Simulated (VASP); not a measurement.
# MnSi (Pm-3m) in VASP: single point with HF

Aim: the single point of MnSi with HF.

Program: VASP 6.6.1. These are calculated values, not measurements. Logs are shortened: lines on timing, memory, paths and dates and some standing lists are left out, and cuts for length are marked.

**1. The cell of the first run**

Symmetry: Pm-3m, No. 221, cubic system. The conventional cell has a = 3.468 Å, b = 3.468 Å, c = 3.468 Å, α = 90.00°, β = 90.00°, γ = 90.00°. Mn (site symmetry m-3m) has 8 Si at 3.00 Å and 6 Mn at 3.47 Å within 4.0 Å. Within 4.0 Å of Si (site symmetry m-3m) lie 8 Mn at 3.00 Å and 6 Si at 3.47 Å.

**2. Single point, HF, collinear spin, ferromagnetic start**

POSCAR reads:

```
MnSi
1.0
    3.4676560879      0.0000000000      0.0000000000
    0.0000000000      3.4676560879      0.0000000000
    0.0000000000      0.0000000000      3.4676560879
Mn Si
1 1
Direct
    0.0000000000      0.0000000000      0.0000000000
    0.5000000000      0.5000000000      0.5000000000
```

INCAR.step1 reads:

```
SYSTEM = MnSi
PREC     = Accurate       ! precision mode
ENCUT    = 510            ! plane-wave cutoff, eV
EDIFF    = 1E-5           ! SCF threshold, eV
ISMEAR   = -1             ! smearing method
SIGMA    = 0.05           ! smearing width, eV
LREAL    = .FALSE.        ! projectors in reciprocal space
LASPH    = .TRUE.         ! aspherical terms in the spheres
NELM     = 200            ! most SCF steps
ALGO     = Normal         ! electronic algorithm
ISIF     = 2              ! what is computed and relaxed
LWAVE    = .TRUE.         ! write WAVECAR
LCHARG   = .FALSE.        ! write CHGCAR
ISPIN    = 2              ! spin polarisation
MAGMOM   = 4 0            ! initial moments
LORBIT   = 11             ! projections on sites
LMAXMIX  = 4              ! l up to which the mixer works
GGA      = PE             ! functional
NBANDS   = 20             ! bands
GGA_COMPAT= .FALSE.
```

INCAR.step2 reads:

```
SYSTEM = MnSi
PREC     = Accurate       ! precision mode
ENCUT    = 510            ! plane-wave cutoff, eV
EDIFF    = 1E-6           ! SCF threshold, eV
ISMEAR   = -1             ! smearing method
SIGMA    = 0.05           ! smearing width, eV
LREAL    = .FALSE.        ! projectors in reciprocal space
LASPH    = .TRUE.         ! aspherical terms in the spheres
NELM     = 200            ! most SCF steps
ALGO     = Normal         ! electronic algorithm
ISIF     = 2              ! what is computed and relaxed
LWAVE    = .FALSE.        ! write WAVECAR
LCHARG   = .FALSE.        ! write CHGCAR
ISPIN    = 2              ! spin polarisation
MAGMOM   = 4 0            ! initial moments
LORBIT   = 11             ! projections on sites
LMAXMIX  = 4              ! l up to which the mixer works
GGA      = PE             ! functional
LHFCALC  = .TRUE.         ! exact exchange
AEXX     = 1.0            ! exact-exchange fraction
ALDAC    = 0.0          
AGGAC    = 0.0          
PRECFOCK = Normal       
ISTART   = 1            
NBANDS   = 20             ! bands
GGA_COMPAT= .FALSE.
```

KPOINTS reads:

```
regular mesh
0
G
  5 5 5
  0 0 0
```

Potentials or basis: VASP PAW PBE potentials, release 64 (Mn_sv, Si).

Started as:

```sh
$ cat potpaw_PBE.64/Mn_sv/POTCAR potpaw_PBE.64/Si/POTCAR > POTCAR
$ cp INCAR.step1 INCAR
$ mpirun -np 1 vasp_std > vasp.out
$ cp INCAR.step2 INCAR
$ mpirun -np 1 vasp_std > vasp.out
```

OUTCAR:

```text
SYSTEM = MnSi
   PREC = Accurate
   ENCUT = 510
   EDIFF = 1E-6
   ISMEAR = -1
   LREAL = .FALSE.
   LASPH = .TRUE.
   NELM = 200
   ISIF = 2
   ISPIN = 2
   LORBIT = 11
   GGA = PE
   LHFCALC = .TRUE.
   AEXX = 1.0
   PRECFOCK = Normal
   ISTART = 1

 ion  position               nearest neighbor table
   1  0.000  0.000  0.000-
   2  0.500  0.500  0.500-

  LATTYP: Found a simple cubic cell.
 ALAT       =     3.4676560879

  Lattice vectors:

 A1 = (   3.4676560879,   0.0000000000,   0.0000000000)
 A2 = (   0.0000000000,   3.4676560879,   0.0000000000)
 A3 = (   0.0000000000,   0.0000000000,   3.4676560879)

Analysis of symmetry for initial positions (statically):
=====================================================================
 Subroutine PRICEL returns:
 Original cell was already a primitive cell.

 Routine SETGRP: Setting up the symmetry group for a
 simple cubic supercell.

 Subroutine GETGRP returns: Found 48 space group operations
 (whereof 48 operations were pure point group operations)
 out of a pool of 48 trial point group operations.

The static configuration has the point symmetry O_h .

Analysis of symmetry for dynamics (positions and initial velocities):
=====================================================================
 Subroutine PRICEL returns:
 Original cell was already a primitive cell.

 Routine SETGRP: Setting up the symmetry group for a
 simple cubic supercell.

 Subroutine GETGRP returns: Found 48 space group operations
 (whereof 48 operations were pure point group operations)
 out of a pool of 48 trial point group operations.

The dynamic configuration has the point symmetry O_h .

Analysis of structural, dynamic, and magnetic symmetry:
=====================================================================
 Subroutine PRICEL returns:
 Original cell was already a primitive cell.

 Routine SETGRP: Setting up the symmetry group for a
 simple cubic supercell.

 Subroutine GETGRP returns: Found 48 space group operations
 (whereof 48 operations were pure point group operations)
 out of a pool of 48 trial point group operations.

The overall configuration has the point symmetry O_h .

 Subroutine INISYM returns: Found 48 space group operations
 (whereof 48 operations are pure point group operations),
 and found     1 'primitive' translations

----------------------------------------------------------------------------------------

                                     Primitive cell

  volume of cell :      41.6973

  direct lattice vectors                    reciprocal lattice vectors
     3.467656088  0.000000000  0.000000000     0.288379232  0.000000000  0.000000000
     0.000000000  3.467656088  0.000000000     0.000000000  0.288379232  0.000000000
     0.000000000  0.000000000  3.467656088     0.000000000  0.000000000  0.288379232

  length of vectors
     3.467656088  3.467656088  3.467656088     0.288379232  0.288379232  0.288379232

  position of ions in fractional coordinates (direct lattice)
     0.000000000  0.000000000  0.000000000
     0.500000000  0.500000000  0.500000000

  ion indices of the primitive-cell ions
   primitive index   ion index
                 1           1
                 2           2

----------------------------------------------------------------------------------------

 KPOINTS: regular mesh

Automatic generation of k-mesh.
 Grid dimensions read from file:
 generate k-points for:    5    5    5

 Generating k-lattice:

  Cartesian coordinates                     Fractional coordinates (reciprocal lattice)
     0.057675846  0.000000000  0.000000000     0.200000000  0.000000000  0.000000000
     0.000000000  0.057675846  0.000000000     0.000000000  0.200000000  0.000000000
     0.000000000  0.000000000  0.057675846     0.000000000  0.000000000  0.200000000

  Length of vectors
     0.057675846  0.057675846  0.057675846

  Shift w.r.t. Gamma in fractional coordinates (k-lattice)
     0.000000000  0.000000000  0.000000000

 Subroutine IBZKPT returns following result:
 ===========================================

 Found     10 irreducible k-points:

 Following reciprocal coordinates:
            Coordinates               Weight
  0.000000  0.000000  0.000000      1.000000
  0.200000  0.000000  0.000000      6.000000
  0.400000  0.000000  0.000000      6.000000
  0.200000  0.200000  0.000000     12.000000
  0.400000  0.200000  0.000000     24.000000
  0.400000  0.400000  0.000000     12.000000
  0.200000  0.200000  0.200000      8.000000
  0.400000  0.200000  0.200000     24.000000
  0.400000  0.400000  0.200000     24.000000
  0.400000  0.400000  0.400000      8.000000
   k-points           NKPTS =     10   k-points in BZ     NKDIM =    125   number of bands    NBANDS=     20
   number of dos      NEDOS =    301   number of ions     NIONS =      2
   total plane-waves  NPLWV =  21952
   dimension x,y,z NGX =    28 NGY =   28 NGZ =   28
   dimension x,y,z NGXF=    56 NGYF=   56 NGZF=   56
   ions per type =               1   1
   NGX,Y,Z   is equivalent  to a cutoff of  13.42, 13.42, 13.42 a.u.
   NGXF,Y,Z  is equivalent  to a cutoff of  26.85, 26.85, 26.85 a.u.
 SYSTEM =  MnSi
   PREC   = accura    normal or accurate (medium, high low for compatibility)
   ISTART =      1    job   : 0-new  1-cont  2-samecut
   ICHARG =      0    charge: 1-file 2-atom 10-const
   ISPIN  =      2    spin polarized calculation?
   LNONCOLLINEAR =      F non collinear calculations
   LSORBIT =      F    spin-orbit coupling
   LASPH  =      T    aspherical Exc in radial PAW
   ENCUT  =  510.0 eV  37.48 Ry    6.12 a.u.   6.39  6.39  6.39*2*pi/ulx,y,z
   NELM   =    200;   NELMIN=  2; NELMDL=  0     # of ELM steps
   EDIFF  = 0.1E-05   stopping-criterion for ELM
   LREAL  =      F    real-space projection
   EDIFFG = 0.1E-04   stopping-criterion for IOM
   NSW    =      0    number of steps for IOM
   IBRION =     -1    ionic relax: 0-MD 1-quasi-New 2-CG
   NFREE  =      0    steps in history (QN), initial steepest desc. (CG)
   ISIF   =      2    stress and relaxation
   ISYM   =      3    0-nonsym 1-usesym 2-fastsym
   POTIM  = 0.5000    time-step for ionic-motion
   TEBEG  =    0.0;   TEEND  =   0.0 temperature during run
   PSTRESS=    0.0 pullay stress
   NELECT =      19.0000    total number of electrons
   NUPDOWN=      -1.0000    fix difference up-down
   EMIN   =  10.00;   EMAX   =-10.00  energy-range for DOS
   EFERMI =   0.00;   METHOD = LEGACY
   ISMEAR =    -1;   SIGMA  =   0.05  broadening in eV -4-tet -1-fermi 0-gaus
   EFERMI_NEDOS =   21; number of points for ismear=-14 and -15
   IALGO  =     38    algorithm
   IMIX   =      1    mixing-type and parameters
     AMIX     =   0.40;   BMIX     =  1.00
     AMIX_MAG =   1.60;   BMIX_MAG =  1.00
  volume/ion in A,a.u.               =      20.85       140.69
  Fermi-wavevector in a.u.,A,eV,Ry     =   1.259766  2.380613 21.592600  1.587011
  Thomas-Fermi vector in A             =   2.393310
   LORBIT       =     11    0 simple, 1 ext, 2 COOP (PROOUT), +10 PAW based schemes
   GGA     = PE    functional components
   LHFCALC =     T    Hartree Fock is set to
   PRECFOCK=normal    Normal, Fast or Accurate (Low or Medium for compatibility)
   ENCUT4O =  -1.0   cutoff for four orbital integrals eV
   NKREDX  =     1    reduce k-point grid by
   NKREDY  =     1    reduce k-point grid by
   NKREDZ  =     1    reduce k-point grid by
   AEXX    =    1.0000 exact exchange contribution
   HFSCREEN=    0.0000 screening length (either q_TF or 0.3 A-1)
   HFSCREENC=   0.0000 screening length for correlation (either q_TF or 0.3 A-1)
   ENCUTFOCK=  -1.0 apply spherical cutoff to Coloumb kernel
   IVDW    =     0    specifies the selected vdW correction
   LEPSILON=     F    determine dielectric tensor
   LRPA    =     F    only Hartree local field effects (RPA)
 spin polarized calculation
  energy-cutoff  :      510.00
  volume of cell :       41.70
 maximum number of plane-waves:      1100
 NGX is ok and might be reduce to    28
  NGX = 20; NGY = 20; NGZ = 20

 number of electron      18.9999994 magnetization       4.0078100

 Free energy of the ion-electron system (eV)
  ---------------------------------------------------
  ext. energy  EPLUGINS =         0.00000000
  ---------------------------------------------------
  free energy    TOTEN  =       -40.87335597 eV

  energy without entropy =      -40.87335317  energy(sigma->0) =      -40.87335457

 E-fermi :   8.5867     XC(G=0):   0.0000

 val. band max:        8.0565379721   @ k =   0.4000   0.4000   0.0000
 cond. band min:       9.1313116881   @ k =   0.2000   0.2000   0.2000
 fundamental gap:      1.0747737160
 Fermi energy:         8.5867333023

 spin component 1

 k-point     1 :       0.0000    0.0000    0.0000
  band No.  band energies     occupation
      1     -99.7958      1.00000
      2     -63.2719      1.00000
      3     -63.2719      1.00000
      4     -63.2719      1.00000
      5      -8.7630      1.00000
      6      -6.3593      1.00000
[... 12 lines left out ...]
     19      27.0806      0.00000
[... 190 lines left out ...]
      3     -63.2798      1.00000
      4     -63.2796      1.00000
      5      -6.4754      1.00000
      6      -6.3143      1.00000
[... 12 lines left out ...]
     19      30.2347      0.00000
     20      31.5566      0.00000
 Fermi energy:         8.5867333023

 spin component 2

 k-point     1 :       0.0000    0.0000    0.0000
  band No.  band energies     occupation
      1     -88.9433      1.00000
      2     -50.0840      1.00000
      3     -50.0840      1.00000
      4     -50.0840      1.00000
      5     -10.1100      1.00000
      6      10.3864      0.00000
[... 12 lines left out ...]
     19      27.5943      0.00000
[... 191 lines left out ...]
      4     -50.0978      1.00000
      5      -3.9401      1.00000
      6       1.7963      1.00000
[... 12 lines left out ...]
     19      29.2657      0.00000
     20      32.3261      0.00000

------------------------ aborting loop because EDIFF is reached ----------------------------------------

  FORCE on cell =-STRESS in cart. coord.  units (eV):
  Direction    XX          YY          ZZ          XY          YZ          ZX
  --------------------------------------------------------------------------------------
  -------------------------------------------------------------------------------------
  Total       -0.0932304     -0.0932304     -0.0932304     -0.0000000     -0.0000000      0.0000000
  in kB       -3.5822836     -3.5822836     -3.5822836     -0.0000000     -0.0000000      0.0000000
  external PRESSURE =      -3.5822836 kB  Pullay stress =       0.0000000 kB

 VOLUME and BASIS-vectors are now :
 -----------------------------------------------------------------------------
  energy-cutoff  :      510.00
  volume of cell :       41.70
      direct lattice vectors                 reciprocal lattice vectors
     3.467656088  0.000000000  0.000000000     0.288379232  0.000000000  0.000000000
     0.000000000  3.467656088  0.000000000     0.000000000  0.288379232  0.000000000
     0.000000000  0.000000000  3.467656088     0.000000000  0.000000000  0.288379232

 POSITION                                       TOTAL-FORCE (eV/Angst)
 -----------------------------------------------------------------------------------
      0.00000      0.00000      0.00000         0.000000      0.000000      0.000000
      1.73383      1.73383      1.73383         0.000000      0.000000      0.000000
 -----------------------------------------------------------------------------------
    total drift:                               -0.000000      0.000001     -0.000000

  FREE ENERGIE OF THE ION-ELECTRON SYSTEM (eV)
  ---------------------------------------------------
  free  energy   TOTEN  =       -40.8733559732 eV

  energy  without entropy=      -40.8733531742  energy(sigma->0) =      -40.87335457

 total charge

# of ion       s       p       d       tot
------------------------------------------
    1        2.126   5.991   4.627  12.745
    2        0.967   0.736   0.000   1.703
--------------------------------------------------
tot          3.094   6.727   4.627  14.448

 magnetization (x)

# of ion       s       p       d       tot
------------------------------------------
    1        0.027  -0.003   4.499   4.523
    2       -0.044  -0.278   0.000  -0.323
--------------------------------------------------
tot         -0.018  -0.281   4.499   4.200
```

It took 23 min on 1 thread of Intel Xeon Platinum 8488C (Sapphire Rapids), shared host; peak memory 0.19 GiB.

What came out:

* Free energy: -40.8734 eV
* Pressure: -0.4 GPa
* Net moment: 4.01 μB per cell
* Site moments: Mn +4.52; Si -0.32 μB
* Valence electrons inside the program's atomic spheres: Mn 12.74; Si 1.70

Caveat: the k points lie up to 0.36 Å⁻¹ apart; the PAW data sets were made with another functional, which shifts forces and pressure a little.
